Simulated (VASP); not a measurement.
A run of VASP 6.6.1 is set up as follows.

INCAR

```
ALGO = Normal
EDIFF = 1E-6
ENCUT = 520
GGA = PE
ISIF = 2
ISMEAR = -1
LASPH = True
LCHARG = False
LREAL = False
LWAVE = False
NBANDS = 15
NELM = 100
PREC = Accurate
SIGMA = 0.02
```

Contents of KPOINTS:

```
k-points
0
Gamma
  8 8 8
```

File POSCAR:

```
CaSe
1.0
    0.0000000000      3.1446969729      3.1446969729
    3.1446969729      0.0000000000      3.1446969729
    3.1446969729      3.1446969729      0.0000000000
Ca Se
1 1
Direct
    0.0000000000      0.0000000000      0.0000000000
    0.5000000000      0.5000000000      0.5000000000
```

Potentials or basis: VASP PAW PBE potentials, release 64 (Ca_sv, Se).

The run is started by

```sh
$ cat potpaw_PBE.64/Ca_sv/POTCAR potpaw_PBE.64/Se/POTCAR > POTCAR
$ mpirun -np 1 vasp_std > vasp.out
```

Task: Predict the pressure.

Result: -5.5 GPa.

Task: What does it give for the band gap on the k mesh?

Result: 2.35 eV, indirect (least direct gap 2.46 eV).

Caveat: the cell differs from its parent crystal (strain +6.0%). A k mesh can miss the band edges.
